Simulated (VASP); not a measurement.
Here is a VASP 6.6.1 calculation.

Contents of INCAR:

```
SYSTEM = SiC
PREC = Accurate
ENCUT = 520
EDIFF = 1E-6
ISMEAR = 0
SIGMA = 0.02
LREAL = .FALSE.
LASPH = .TRUE.
NELM = 80
ALGO = Normal
ISIF = 2
LWAVE = .FALSE.
LCHARG = .FALSE.
GGA = PE
NBANDS = 11
```

File KPOINTS:

```
regular mesh
0
G
  10 10 10
  0 0 0
```

The input POSCAR:

```
SiC
1.0
    0.0000000000      2.1897595588      2.1897595588
    2.1897595588      0.0000000000      2.1897595588
    2.1897595588      2.1897595588      0.0000000000
Si C
1 1
Direct
    0.7500000000      0.7500000000      0.7500000000
    0.0000000000      0.0000000000      0.0000000000
```

Potentials or basis: VASP PAW PBE potentials, release 64 (Si, C).

The run is started by

```bash
$ cat potpaw_PBE.64/Si/POTCAR potpaw_PBE.64/C/POTCAR > POTCAR
$ mpirun -np 1 vasp_std > vasp.out
```

Question: Estimate the band gap on the k mesh.

Answer: 1.37 eV, indirect (least direct gap 4.53 eV).

Question: What does it give for the pressure?

Answer: 0.0 GPa.

A k mesh can miss the band edges.
